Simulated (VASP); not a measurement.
Wanted: the native input for a VASP 6.6.1 run.

- Task: relaxation of cell and atoms
- Functional: PBEsol
- Potentials or basis: VASP PAW PBE potentials, release 64 (O)
- Cutoff: 600 eV
- k mesh: 9 × 9 × 9
- Occupations: fermi-dirac, width 0.05 eV
- Spin: no spin polarisation
- Target pressure: 20 GPa
- Dipole correction: no
- Further INCAR settings: ALGO = Normal; EDIFF = 1e-06; IBRION = 2; EDIFFG = -0.01; NSW = 60; ISIF = 3

The structure of O lies in POSCAR:

```
O
1.0
    1.6749479049      0.9670316238      3.7319995215
   -1.6749479049      0.9670316238      3.7319995215
    0.0000000000     -1.9340632475      3.7319995215
O
2
Direct
    0.0546147200      0.0546147200      0.0546147200
    0.9453852800      0.9453852800      0.9453852800
```

The input as run:

INCAR

```
SYSTEM = O
PREC = Accurate ; ENCUT = 600
EDIFF = 1E-6 ; ISMEAR = -1
SIGMA = 0.05 ; LREAL = .False.
LASPH = .True. ; NELM = 60
ALGO = Normal ; ISIF = 3
LWAVE = .False. ; LCHARG = .False.
GGA = PS ; IBRION = 2
NSW = 60 ; EDIFFG = -0.01
PSTRESS = 200.0
```

KPOINTS

```
Automatic mesh
0
Gamma
  9 9 9
  0 0 0
```

Potentials or basis: VASP PAW PBE potentials, release 64 (O).

Launch:

```sh
$ cat potpaw_PBE.64/O/POTCAR > POTCAR
$ mpirun -np 1 vasp_std > vasp.out
```

It gave:

| Quantity | Value |
| --- | --- |
| Relaxed volume | 7.82 Å³/atom |
| Relaxed cell | a = 3.647 Å, b = 3.647 Å, c = 3.647 Å, α = 36.85°, β = 36.85°, γ = 36.85° |
| Space group after relaxing (to 0.1 Å) | R-3m (No. 166) |
| Energy change on relaxing (the run minimises the enthalpy) | -246.1 meV/atom |
| Ionic steps | 26 |
| Pressure after relaxing | 20.0 GPa |
| Band gap on the k mesh | zero (bands 6 and 7 overlap by 3.42 eV) |

Caveat: the cell is relaxed towards a set pressure, so the run minimises the enthalpy, not the energy; the standard files for N, O and F lose accuracy on very short bonds; spin is off for a triplet molecule; the volume moved by over 15 % at a fixed basis, so the end points are rough; this functional lacks dispersion, which holds the molecules together, so the pressure and a relaxed volume are unreliable; the PAW data sets were made with another functional, which shifts forces and pressure a little.

It took 16 min on 1 thread of Intel Xeon 8259CL (shared host), peak memory 0.22 GiB.
